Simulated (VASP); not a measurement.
# TiO2 in VASP: a series of runs

Runs on TiO2. Level: PBE. Tasks: single point.

All numbers are computed with VASP 6.6.1; they aren't measurements. Logs are shortened: lines on timing, memory, paths and dates and some standing lists are left out, and cuts for length are marked.

### Step 1. The cell of the first run

Symmetry: P4_2nm, No. 102, tetragonal system. The conventional cell has a = 4.682 Å, b = 4.682 Å, c = 2.988 Å, α = 90.00°, β = 90.00°, γ = 90.00°. Within 2.6 Å of Ti (site symmetry 2mm) lie 6 O at 1.95 to 2.02 Å. Within 2.6 Å of O (site symmetry m) lie 3 Ti at 1.95 to 2.02 Å and 1 O at 2.58 Å.

### Step 2. Single point, PBE

Contents of INCAR:

```
SYSTEM = TiO2
PREC = Accurate
ENCUT = 520
EDIFF = 1E-7
ISMEAR = 0
SIGMA = 0.05
LREAL = .FALSE.
LASPH = .TRUE.
NELM = 60
ALGO = Normal
ISIF = 2
LWAVE = .FALSE.
LCHARG = .TRUE.
GGA = PE
LELF = .TRUE.
LVHAR = .TRUE.
NBANDS = 33
```

Contents of KPOINTS:

```
Automatic mesh
0
G
  6 6 10
  0 0 0
```

Contents of POSCAR:

```
TiO2
1.0
    4.6819400349      0.0000000000      0.0000000000
    0.0000000000      4.6819400349      0.0000000000
    0.0000000000      0.0000000000      2.9884637574
Ti O
2 4
Direct
    0.0000000000      0.0000000000      0.0039244396
    0.5000000000      0.5000000000      0.5039244396
    0.3050970583      0.3050970583     -0.0058707153
    0.1949029417      0.8050970583      0.4941292847
    0.6949029417      0.6949029417     -0.0058707153
    0.8050970583      0.1949029417      0.4941292847
```

Potentials or basis: VASP PAW PBE potentials, release 64 (Ti_sv, O).

Launch:

```bash
> cat potpaw_PBE.64/Ti_sv/POTCAR potpaw_PBE.64/O/POTCAR > POTCAR
> mpirun -np 1 vasp_std > vasp.out
```

OUTCAR:

```text
SYSTEM = TiO2
   PREC = Accurate
   ENCUT = 520
   EDIFF = 1E-7
   ISMEAR = 0
   LREAL = .FALSE.
   LASPH = .TRUE.
   NELM = 60
   ISIF = 2
   GGA = PE

 ion  position               nearest neighbor table
   1  0.000  0.000  0.004-   4 1.95   6 1.95   4 2.00   6 2.00   5 2.02   3 2.02
   2  0.500  0.500  0.504-   3 1.95   5 1.95   3 2.00   5 2.00   4 2.02   6 2.02
   3  0.305  0.305  0.994-   2 1.95   2 2.00   1 2.02
   4  0.195  0.805  0.494-   1 1.95   1 2.00   2 2.02
   5  0.695  0.695  0.994-   2 1.95   2 2.00   1 2.02
   6  0.805  0.195  0.494-   1 1.95   1 2.00   2 2.02

  LATTYP: Found a simple tetragonal cell.
 ALAT       =     4.6819400349
 C/A-ratio  =     0.6382960344

  Lattice vectors:

 A1 = (   4.6819400349,   0.0000000000,   0.0000000000)
 A2 = (   0.0000000000,   4.6819400349,   0.0000000000)
 A3 = (   0.0000000000,   0.0000000000,   2.9884637574)

Analysis of symmetry for initial positions (statically):
=====================================================================
 Subroutine PRICEL returns:
 Original cell was already a primitive cell.

 Routine SETGRP: Setting up the symmetry group for a
 simple tetragonal supercell.

 Subroutine GETGRP returns: Found  8 space group operations
 (whereof  4 operations were pure point group operations)
 out of a pool of 16 trial point group operations.

The static configuration has the point symmetry C_2v.
 The point group associated with its full space group is C_4v.

Analysis of symmetry for dynamics (positions and initial velocities):
=====================================================================
 Subroutine PRICEL returns:
 Original cell was already a primitive cell.

 Routine SETGRP: Setting up the symmetry group for a
 simple tetragonal supercell.

 Subroutine GETGRP returns: Found  8 space group operations
 (whereof  4 operations were pure point group operations)
 out of a pool of 16 trial point group operations.

The dynamic configuration has the point symmetry C_2v.
 The point group associated with its full space group is C_4v.

 Subroutine INISYM returns: Found  8 space group operations
 (whereof  4 operations are pure point group operations),
 and found     1 'primitive' translations

----------------------------------------------------------------------------------------

                                     Primitive cell

  volume of cell :      65.5088

  direct lattice vectors                    reciprocal lattice vectors
     4.681940035  0.000000000  0.000000000     0.213586674  0.000000000  0.000000000
     0.000000000  4.681940035  0.000000000     0.000000000  0.213586674  0.000000000
     0.000000000  0.000000000  2.988463757     0.000000000  0.000000000  0.334620086

  length of vectors
     4.681940035  4.681940035  2.988463757     0.213586674  0.213586674  0.334620086

  position of ions in fractional coordinates (direct lattice)
     0.000000000  0.000000000  0.003924440
     0.500000000  0.500000000  0.503924440
     0.305097058  0.305097058  0.994129285
     0.194902942  0.805097058  0.494129285
     0.694902942  0.694902942  0.994129285
     0.805097058  0.194902942  0.494129285

  ion indices of the primitive-cell ions
   primitive index   ion index
                 1           1
                 2           2
                 3           3
                 4           4
                 5           5
                 6           6

----------------------------------------------------------------------------------------

 KPOINTS: Automatic mesh

Automatic generation of k-mesh.
 Grid dimensions read from file:
 generate k-points for:    6    6   10

 Generating k-lattice:

  Cartesian coordinates                     Fractional coordinates (reciprocal lattice)
     0.035597779  0.000000000  0.000000000     0.166666667  0.000000000  0.000000000
     0.000000000  0.035597779  0.000000000     0.000000000  0.166666667  0.000000000
     0.000000000  0.000000000  0.033462009     0.000000000  0.000000000  0.100000000

  Length of vectors
     0.035597779  0.035597779  0.033462009

  Shift w.r.t. Gamma in fractional coordinates (k-lattice)
     0.000000000  0.000000000  0.000000000

 Subroutine IBZKPT returns following result:
 ===========================================

 Found     60 irreducible k-points:

 Following reciprocal coordinates:
            Coordinates               Weight
  0.000000  0.000000  0.000000      1.000000
  0.166667  0.000000  0.000000      4.000000
  0.333333  0.000000  0.000000      4.000000
  0.500000  0.000000  0.000000      2.000000
  0.166667  0.166667  0.000000      4.000000
  0.333333  0.166667  0.000000      8.000000
[... 16 lines left out ...]
  0.333333  0.000000  0.200000      8.000000
  0.500000  0.000000  0.200000      4.000000
 [... further k-points ...]
   k-points           NKPTS =     60   k-points in BZ     NKDIM =     60   number of bands    NBANDS=     33
   number of dos      NEDOS =    301   number of ions     NIONS =      6
   total plane-waves  NPLWV =  31104
   dimension x,y,z NGX =    36 NGY =   36 NGZ =   24
   dimension x,y,z NGXF=    72 NGYF=   72 NGZF=   48
   ions per type =               2   4
   NGX,Y,Z   is equivalent  to a cutoff of  12.78, 12.78, 13.35 a.u.
   NGXF,Y,Z  is equivalent  to a cutoff of  25.57, 25.57, 26.70 a.u.
 SYSTEM =  TiO2
   PREC   = accura    normal or accurate (medium, high low for compatibility)
   ISTART =      0    job   : 0-new  1-cont  2-samecut
   ICHARG =      2    charge: 1-file 2-atom 10-const
   ISPIN  =      1    spin polarized calculation?
   LNONCOLLINEAR =      F non collinear calculations
   LSORBIT =      F    spin-orbit coupling
   LASPH  =      T    aspherical Exc in radial PAW
   ENCUT  =  520.0 eV  38.22 Ry    6.18 a.u.   8.71  8.71  5.56*2*pi/ulx,y,z
   NELM   =     60;   NELMIN=  2; NELMDL= -5     # of ELM steps
   EDIFF  = 0.1E-06   stopping-criterion for ELM
   LREAL  =      F    real-space projection
   EDIFFG = 0.1E-05   stopping-criterion for IOM
   NSW    =      0    number of steps for IOM
   IBRION =     -1    ionic relax: 0-MD 1-quasi-New 2-CG
   NFREE  =      0    steps in history (QN), initial steepest desc. (CG)
   ISIF   =      2    stress and relaxation
   ISYM   =      2    0-nonsym 1-usesym 2-fastsym
   POTIM  = 0.5000    time-step for ionic-motion
   TEBEG  =    0.0;   TEEND  =   0.0 temperature during run
   PSTRESS=    0.0 pullay stress
   NELECT =      48.0000    total number of electrons
   NUPDOWN=      -1.0000    fix difference up-down
   EMIN   =  10.00;   EMAX   =-10.00  energy-range for DOS
   EFERMI =   0.00;   METHOD = LEGACY
   ISMEAR =     0;   SIGMA  =   0.05  broadening in eV -4-tet -1-fermi 0-gaus
   EFERMI_NEDOS =   21; number of points for ismear=-14 and -15
   IALGO  =     38    algorithm
   IMIX   =      4    mixing-type and parameters
     AMIX     =   0.40;   BMIX     =  1.00
     AMIX_MAG =   1.60;   BMIX_MAG =  1.00
  volume/ion in A,a.u.               =      10.92        73.68
  Fermi-wavevector in a.u.,A,eV,Ry     =   1.475895  2.789036 29.637093  2.178265
  Thomas-Fermi vector in A             =   2.590488
   LORBIT       =      0    0 simple, 1 ext, 2 COOP (PROOUT), +10 PAW based schemes
   GGA     = PE    functional components
   LHFCALC =     F    Hartree Fock is set to
   AEXX    =    0.0000 exact exchange contribution
   IVDW    =     0    specifies the selected vdW correction
   LEPSILON=     F    determine dielectric tensor
   LRPA    =     F    only Hartree local field effects (RPA)
 non-spin polarized calculation
 Gauss-broadening in eV      SIGMA  =   0.05
  energy-cutoff  :      520.00
  volume of cell :       65.51
 maximum number of plane-waves:      1803
 NGX is ok and might be reduce to    36
   NGX = 17   NGY = 17   NGZ = 11

 number of electron      48.0000008 magnetization

 Free energy of the ion-electron system (eV)
  ---------------------------------------------------
  ext. energy  EPLUGINS =         0.00000000
  ---------------------------------------------------
  free energy    TOTEN  =       -53.65915406 eV

  energy without entropy =      -53.65915406  energy(sigma->0) =      -53.65915406

 E-fermi :   4.6723     XC(G=0): -11.1532

 val. band max:        4.3261926512   @ k =   0.0000   0.0000   0.0000
 cond. band min:       6.1246572733   @ k =   0.0000   0.0000   0.0000
 fundamental gap:      1.7984646220
 Fermi energy:         4.6722909521

 k-point     1 :       0.0000    0.0000    0.0000
  band No.  band energies     occupation
      1     -52.7117      2.00000
      2     -52.6988      2.00000
      3     -28.9772      2.00000
      4     -28.9772      2.00000
      5     -28.8424      2.00000
      6     -28.8424      2.00000
[... 25 lines left out ...]
     32      10.5801      0.00000
     33      10.5802      0.00000

 k-point     2 :       0.1667    0.0000    0.0000
  band No.  band energies     occupation
      1     -52.7108      2.00000
      2     -52.6996      2.00000
      3     -28.9703      2.00000
      4     -28.9697      2.00000
      5     -28.8505      2.00000
      6     -28.8499      2.00000
[... 25 lines left out ...]
     32      10.4953      0.00000
     33      10.5183      0.00000

 k-point     3 :       0.3333    0.0000    0.0000
  band No.  band energies     occupation
      1     -52.7085      2.00000
      2     -52.7020      2.00000
      3     -28.9524      2.00000
      4     -28.9510      2.00000
      5     -28.8707      2.00000
      6     -28.8693      2.00000
[... 25 lines left out ...]
     32      10.3155      0.00000
     33      10.3805      0.00000

 k-point     4 :       0.5000    0.0000    0.0000
  band No.  band energies     occupation
      1     -52.7052      2.00000
      2     -52.7052      2.00000
      3     -28.9379      2.00000
      4     -28.9379      2.00000
      5     -28.8845      2.00000
      6     -28.8845      2.00000
[... 25 lines left out ...]
     32       9.9490      0.00000
     33      10.3173      0.00000

 k-point     5 :       0.1667    0.1667    0.0000
  band No.  band energies     occupation
      1     -52.7101      2.00000
      2     -52.7004      2.00000
      3     -28.9795      2.00000
      4     -28.9500      2.00000
      5     -28.8713      2.00000
      6     -28.8409      2.00000
[... 604 lines left out ...]
 k-point    22 :       0.1667    0.0000    0.2000
  band No.  band energies     occupation
      1     -52.6979      2.00000
      2     -52.6888      2.00000
      3     -28.9503      2.00000
      4     -28.9370      2.00000
      5     -28.9243      2.00000
      6     -28.9220      2.00000
[... 25 lines left out ...]
     32       9.8958      0.00000
     33      10.1136      0.00000

 k-point    23 :       0.3333    0.0000    0.2000
  band No.  band energies     occupation
      1     -52.6959      2.00000
      2     -52.6907      2.00000
      3     -28.9515      2.00000
      4     -28.9354      2.00000
      5     -28.9183      2.00000
      6     -28.9076      2.00000
[... 25 lines left out ...]
     32       9.5125      0.00000
     33      10.1285      0.00000

 k-point    24 :       0.5000    0.0000    0.2000
  band No.  band energies     occupation
      1     -52.6933      2.00000
      2     -52.6933      2.00000
      3     -28.9452      2.00000
      4     -28.9452      2.00000
      5     -28.9041      2.00000
      6     -28.9041      2.00000
[... 25 lines left out ...]
     32       9.3122      0.00000
     33      10.4684      0.00000

 [... further k-points ...]

------------------------ aborting loop because EDIFF is reached ----------------------------------------

  FORCE on cell =-STRESS in cart. coord.  units (eV):
  Direction    XX          YY          ZZ          XY          YZ          ZX
  --------------------------------------------------------------------------------------
  -------------------------------------------------------------------------------------
  Total       -1.7354004     -1.7354004     -2.1999070      0.0000000      0.0000000      0.0000000
  in kB      -42.4434421    -42.4434421    -53.8040800      0.0000000      0.0000000      0.0000000
  external PRESSURE =     -46.2303214 kB  Pullay stress =       0.0000000 kB

 VOLUME and BASIS-vectors are now :
 -----------------------------------------------------------------------------
  energy-cutoff  :      520.00
  volume of cell :       65.51
      direct lattice vectors                 reciprocal lattice vectors
     4.681940035  0.000000000  0.000000000     0.213586674  0.000000000  0.000000000
     0.000000000  4.681940035  0.000000000     0.000000000  0.213586674  0.000000000
     0.000000000  0.000000000  2.988463757     0.000000000  0.000000000  0.334620086

 POSITION                                       TOTAL-FORCE (eV/Angst)
 -----------------------------------------------------------------------------------
      0.00000      0.00000      0.01173         0.000000      0.000000      0.047962
      2.34097      2.34097      1.50596         0.000000      0.000000      0.047962
      1.42845      1.42845      2.97092         0.066060      0.066060     -0.023981
      0.91252      3.76942      1.47669        -0.066060      0.066060     -0.023981
      3.25349      3.25349      2.97092        -0.066060     -0.066060     -0.023981
      3.76942      0.91252      1.47669         0.066060     -0.066060     -0.023981
 -----------------------------------------------------------------------------------
    total drift:                               -0.000000      0.000000     -0.000271

  FREE ENERGIE OF THE ION-ELECTRON SYSTEM (eV)
  ---------------------------------------------------
  free  energy   TOTEN  =       -53.6591540627 eV

  energy  without entropy=      -53.6591540627  energy(sigma->0) =      -53.65915406
```

It took 61 s on 1 thread of Intel Xeon 6975P-C (Granite Rapids), shared host; peak memory 0.23 GiB.

Results:

- Free energy: -53.6592 eV
- Pressure: -4.6 GPa
- Largest force: 0.096 eV/Å
- Band gap on the k mesh: 1.80 eV, direct

Forces on the atoms (eV/Å):
```
Ti   0.000  0.000  0.048
Ti   0.000  0.000  0.048
O    0.066  0.066 -0.024
O   -0.066  0.066 -0.024
O   -0.066 -0.066 -0.024
O    0.066 -0.066 -0.024
```

Stress tensor (GPa, compression positive):
```
-4.24  0.00  0.00
 0.00 -4.24  0.00
 0.00  0.00 -5.38
```

[end of part 1 of 2]
